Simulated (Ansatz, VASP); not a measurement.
# One calculation of LuH2, two programs

INCAR

```
  PREC = Accurate
  ENCUT = 520
  EDIFF = 1E-8
  ISMEAR = -1
  SIGMA = 0.02
  LREAL = F
  LASPH = T
  NELM = 100
  ALGO = Normal
  ISIF = 2
  LWAVE = F
  LCHARG = F
  GGA = CA
  LEFG = T
  NBANDS = 20
```

KPOINTS

```
Automatic mesh
0
Gamma
  8 8 8
```

Contents of POSCAR:

```
LuH2
1.0
    0.0000000000      2.5080835492      2.5080835492
    2.5080835492      0.0000000000      2.5080835492
    2.5080835492      2.5080835492      0.0000000000
Lu H
1 2
Direct
    0.0000000000      0.0000000000      0.0000000000
    0.2500000000      0.2500000000      0.2500000000
    0.7500000000      0.7500000000      0.7500000000
```

Input for Ansatz:

```yaml
crystal:
  lattice:
    - [0.0, 2.5080835492, 2.5080835492]
    - [2.5080835492, 0.0, 2.5080835492]
    - [2.5080835492, 2.5080835492, 0.0]
  atoms:
    - { symbol: Lu, position: [0.0, 0.0, 0.0] }
    - { symbol: H, position: [0.25, 0.25, 0.25] }
    - { symbol: H, position: [0.75, 0.75, 0.75] }
kpoints:
  mp_grid: { grid: [8, 8, 8] }
scf:
  occupations: { method: fermi_dirac, width: 0.02 }
hamiltonian:
  xc: lda
  pseudopotentials: { kind: all_electron, datasets: crystal }
output:
  forces: true
  stress: true
  eigenvalues: true
  efg: { contact_densities: true }
```

Change from the starting cell: volume scaled by 0.99, crystal datasets.

Alike in both runs: task electric field gradients; functional LDA; k mesh 8 × 8 × 8; occupations fermi-dirac, width 0.02 eV; no spin polarisation.

|  | VASP | Ansatz |
| --- | --- | --- |
| version | VASP 6.6.1 | Ansatz 0.2.0 |
| potentials or method | VASP PAW PBE potentials, release 64 (Lu, H), cutoff 520 eV | all-electron PAW with datasets made for the crystal, scalar-relativistic |

```csv
,VASP,Ansatz,Ansatz less VASP
pressure (GPa),-5.4,-5.9,-0.56
```

VASP's potentials were made for PBE, not for LDA. LDA's correlation is that of Perdew and Zunger in VASP and of Perdew and Wang (1992) in Ansatz. Ansatz ran all-electron here, and VASP with PAW potentials.

Neither program's run includes spin-orbit coupling.
